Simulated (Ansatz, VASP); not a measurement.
# Cd2Se3: VASP beside Ansatz

```xyz
5
Lattice="5.2434 0.0000 0.0000 0.0000 5.2434 0.0000 0.0000 0.0000 5.2434" Properties=species:S:1:pos:R:3 pbc="T T T"
Cd    0.0000    0.0000    0.0000
Cd    2.6217    2.6217    2.6217
Se    0.0000    2.6217    2.6217
Se    2.6217    0.0000    2.6217
Se    2.6217    2.6217    0.0000
```

Alike in both runs: functional PBE; k mesh 4 × 4 × 4; occupations gaussian, width 0.1 eV; no spin polarisation.

Ansatz relaxed the structure, and its values are those at the end. VASP's run is a single point on that final structure, the one shown.

|  | VASP | Ansatz |
| --- | --- | --- |
| version | VASP 6.6.1 | Ansatz 0.2.0 |
| potentials or method | VASP PAW PBE potentials, release 64 (Cd, Se), cutoff 520 eV | scalar-relativistic, plane waves, PAW |
| valence electrons in the cell | 42 | 88 |

|  | VASP | Ansatz | Ansatz less VASP |
| --- | --- | --- | --- |
| gap on the k mesh at the Fermi level (eV) | none | none | - |
| pressure (GPa) | 0.5 | 0.2 | -0.26 |

A gap of «none» marks a metal or a gap that the smearing closes. With one functional, cell and mesh, what is left measures potentials, basis and numerics. VASP's potentials hold 42 valence electrons a cell and Ansatz's 88, so a difference there can come from the potentials and not from the codes.
